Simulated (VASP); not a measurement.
## Ta: relaxation of cell and atoms with r2SCAN

Ta:

```
Ta
1.0
    -1.65229    1.65229    1.65229
     1.65229   -1.65229    1.65229
     1.65229    1.65229   -1.65229
Ta
1
Direct
  0.00000 0.00000 0.00000
```

```json
{"Program": "VASP 6.6.1", "Task": "relaxation of cell and atoms", "Functional": "r2SCAN", "Potentials or basis": "VASP PAW PBE potentials, release 64 (Ta_pv)", "Cutoff": "600 eV", "k mesh": "20 × 20 × 20", "Occupations": "fermi-dirac, width 0.15 eV", "Spin": "no spin polarisation", "Dipole correction": "no", "Further INCAR settings": "ALGO = Normal; EDIFF = 1e-06; IBRION = 2; EDIFFG = -0.001; NSW = 80; ISIF = 3"}
```

```
Relaxed volume                        : 18.14 Å³/atom
Relaxed cell                          : a = 2.867 Å, b = 2.867 Å, c = 2.867 Å, α = 109.47°, β = 109.47°, γ = 109.47°
Space group after relaxing (to 0.1 Å) : Im-3m (No. 229)
Energy gained by relaxing             : 0.3 meV/atom
Ionic steps                           : 3
Pressure after relaxing               : 0.0 GPa
Band gap on the k mesh                : zero (an odd number of electrons rules out a gap without spin polarisation)
```

Step by step:
| step | energy change (eV) | largest force (eV/Å) | pressure (GPa) | volume (Å³) |
| --- | --- | --- | --- | --- |
| 1 | 0.0000 | 0.0000 | 1.10 | 18.04 |
| 2 | 0.0014 | 0.0000 | -2.45 | 18.37 |
| 3 | -0.0003 | 0.0000 | 0.01 | 18.14 |

Final structure:
```xyz
1
Lattice="-1.6552 1.6552 1.6552 1.6552 -1.6552 1.6552 1.6552 1.6552 -1.6552" Properties=species:S:1:pos:R:3 pbc="T T T"
Ta    0.0000    0.0000    0.0000
```

Levels at points of the mesh, in eV from the Fermi level:
| k point | band 2 | band 3 | band 4 | band 5 | band 6 | band 7 | band 8 | band 9 |
| --- | --- | --- | --- | --- | --- | --- | --- | --- |
| (0.00, 0.00, 0.00) | -34.27 | -34.27 | -8.33 | 0.82 | 0.82 | 0.82 | 4.28 | 4.28 |
| (0.50, 0.00, 0.00) | -34.66 | -34.28 | -4.55 | -1.57 | 1.41 | 4.15 | 5.21 | 8.00 |
| (0.50, 0.50, 0.50) | -35.11 | -35.11 | -3.93 | -3.93 | 7.03 | 7.03 | 7.03 | 8.92 |

Wall time 4 min on 1 thread of AMD EPYC 9R45 96-Core Processor (Zen 5) (shared host), peak memory 0.17 GiB.

Caveat: the PAW data sets were made with another functional, which shifts forces and pressure a little; spin-orbit coupling is left out, which moves the levels of the heavy elements. Zero-point motion and thermal expansion aren't in these numbers.
